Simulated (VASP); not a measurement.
A run of VASP 6.6.1:

INCAR

```
PREC     = Accurate       # precision mode
ENCUT    = 600            # plane-wave cutoff, eV
EDIFF    = 1E-6           # SCF threshold, eV
ISMEAR   = 0              # smearing method
SIGMA    = 0.1            # smearing width, eV
LREAL    = False          # projectors in reciprocal space
LASPH    = True           # aspherical terms in the spheres
NELM     = 60             # most SCF steps
ALGO     = Normal         # electronic algorithm
ISIF     = 3              # what is computed and relaxed
LWAVE    = False          # write WAVECAR
LCHARG   = False          # write CHGCAR
GGA      = PE             # functional
IBRION   = 2              # ionic algorithm
NSW      = 90             # ionic steps
EDIFFG   = -0.04          # ionic threshold
```

Contents of KPOINTS:

```
regular mesh
0
Gamma
  6 6 2
```

POSCAR

```
ZnInO
1.0
    3.1738839500      0.0000000000      0.0000000000
    0.0000000000      3.1738839500      0.0000000000
    0.0000000000      0.0000000000      8.0351492100
Zn In O
2 2 2
Direct
    0.0000000000      0.5000000000      0.3350000100
    0.5000000000      0.0000000000      0.6649999900
    0.0000000000      0.5000000000      0.8999999800
    0.5000000000      0.0000000000      0.1000000200
    0.0000000000      0.5000000000      0.6169999800
    0.5000000000      0.0000000000      0.3830000200
```

Potentials or basis: VASP PAW PBE potentials, release 64 (Zn, In_d, O).

Launch:

```sh
$ cat potpaw_PBE.64/Zn/POTCAR potpaw_PBE.64/In_d/POTCAR potpaw_PBE.64/O/POTCAR > POTCAR
$ mpirun -np 1 vasp_std > vasp.out
```

Hardware: 1 thread of Intel(R) Xeon(R) 6975P-C (Granite Rapids) (shared host).

**Question.** Estimate the wall time of this run.

**Answer.** Wall time 9.7 min on 1 thread of Intel(R) Xeon(R) 6975P-C (Granite Rapids), with other jobs on the host, peak memory 0.28 GiB. Counts: scf iterations 213, k points 20, ion steps 24.
